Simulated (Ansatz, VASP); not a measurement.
MgW: VASP beside Ansatz

Contents of INCAR:

```
SYSTEM = MgW
PREC     = Accurate       ! precision mode
ENCUT    = 520            ! plane-wave cutoff, eV
EDIFF    = 1E-6           ! SCF threshold, eV
ISMEAR   = 0              ! smearing method
SIGMA    = 0.1            ! smearing width, eV
LREAL    = .FALSE.        ! projectors in reciprocal space
LASPH    = .TRUE.         ! aspherical terms in the spheres
NELM     = 100            ! most SCF steps
ALGO     = Normal         ! electronic algorithm
ISIF     = 2              ! what is computed and relaxed
LWAVE    = .FALSE.        ! write WAVECAR
LCHARG   = .FALSE.        ! write CHGCAR
GGA      = PE             ! functional
NBANDS   = 24             ! bands
```

Contents of KPOINTS:

```
Automatic mesh
0
G
  10 8 8
  0 0 0
```

File POSCAR:

```
MgW
1.0
    4.8604608000      0.0000000000     -0.0936000000
    0.0000000000      5.7949344000      0.0000000000
   -0.1278311904      0.0000000000      4.9495143280
Mg W
2 2
Direct
    0.5000000000      0.3050123269      0.7500000000
    0.5000000000      0.6949876731      0.2500000000
    0.0000000000      0.8176541389      0.7500000000
    0.0000000000      0.1823458611      0.2500000000
```

Input for Ansatz:

```yaml
crystal:
  lattice:
    - [4.8604608, 0.0, -0.0936]
    - [0.0, 5.7949344, 0.0]
    - [-0.1278311904, 0.0, 4.949514328]
  atoms:
    - { symbol: Mg, position: [0.5, 0.3050123269, 0.75] }
    - { symbol: Mg, position: [0.5, 0.6949876731, 0.25] }
    - { symbol: W, position: [0.0, 0.8176541389, 0.75] }
    - { symbol: W, position: [0.0, 0.1823458611, 0.25] }
basis:
  ecutwfc: 420
kpoints:
  mp_grid: { grid: [10, 8, 8] }
hamiltonian:
  xc: pbe
scf:
  occupations: { method: gaussian, width: 0.1 }
output:
  forces: true
  stress: true
  eigenvalues: true
```

Alike in both runs: task single point; functional PBE; k mesh 10 × 8 × 8; occupations gaussian, width 0.1 eV; no spin polarisation.

|  | VASP | Ansatz |
| --- | --- | --- |
| version | VASP 6.6.1 | Ansatz 0.2.0 |
| potentials or method | VASP PAW PBE potentials, release 64 (Mg, W_sv), cutoff 520 eV | scalar-relativistic, plane waves, PAW |
| valence electrons in the cell | 32 | 48 |

|  | VASP | Ansatz | Ansatz less VASP |
| --- | --- | --- | --- |
| gap on the k mesh at the Fermi level (eV) | none | none | - |
| pressure (GPa) | -19.7 | -19.6 | +0.06 |
| traceless stress, the component that is largest in VASP (GPa) | 4.44 | 4.44 | 0.000 |
| rms of the force components (eV/Å) | 1.209 | 1.211 | +0.0021 |

Atom by atom the forces differ by 0.002 eV/Å (rms over components). A gap of «none» marks a metal or a gap that the smearing closes. The functional is the same, so the differences come from potentials, cutoffs and numerics. VASP's potentials hold 32 valence electrons a cell and Ansatz's 48, so a difference there can come from the potentials and not from the codes.

Spin-orbit coupling is off throughout.
